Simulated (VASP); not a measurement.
Zr2B3:

```
Zr B
1.0
     3.99703    0.00000    0.00000
     0.00000    3.99703    0.00000
     0.00000    0.00000    3.99703
Zr B
2 3
Direct
  0.00000 0.00000 0.00000
  0.50000 0.50000 0.50000
  0.50000 0.00000 0.00000
  0.00000 0.50000 0.00000
  0.00000 0.00000 0.50000
```

| Quantity | Value |
| --- | --- |
| Program | VASP 6.6.1 |
| Task | relaxation of cell and atoms |
| Functional | PBE |
| Potentials or basis | VASP PAW PBE potentials, release 64 (Zr_sv, B) |
| Cutoff | 600 eV |
| k mesh | 4 × 4 × 4 |
| Occupations | gaussian, width 0.1 eV |
| Spin | no spin polarisation |

At the start: pressure 23.0 GPa; volume 12.77 Å³/atom.

Task: Where does the relaxation end?

Result: Over 3 steps the energy falls by 145.3 meV/atom and the volume is 15.07 Å³/atom (+18.0 %); space group Pm-3m (No. 221, to 0.05 Å).

Step by step:
```
step  energy change (eV)  largest force (eV/Å)  pressure (GPa)  volume (Å³)
   1              0.0000                0.0000           22.98        63.86
   2             -0.5492                0.0000           -7.52        82.33
   3             -0.7267                0.0000           -0.10        75.36
```

Final structure:
```
CELL_PARAMETERS angstrom
4.22391 0.00000 0.00000
0.00000 4.22391 0.00000
0.00000 0.00000 4.22391
ATOMIC_POSITIONS crystal
Zr 0.00000 0.00000 0.00000
Zr 0.50000 0.50000 0.50000
B 0.50000 0.00000 0.00000
B 0.00000 0.50000 0.00000
B 0.00000 0.00000 0.50000
```

Caveat: the k points lie up to 0.37 Å⁻¹ apart in the final cell; the volume moved by over 15 % at a fixed basis, so the end points are rough.
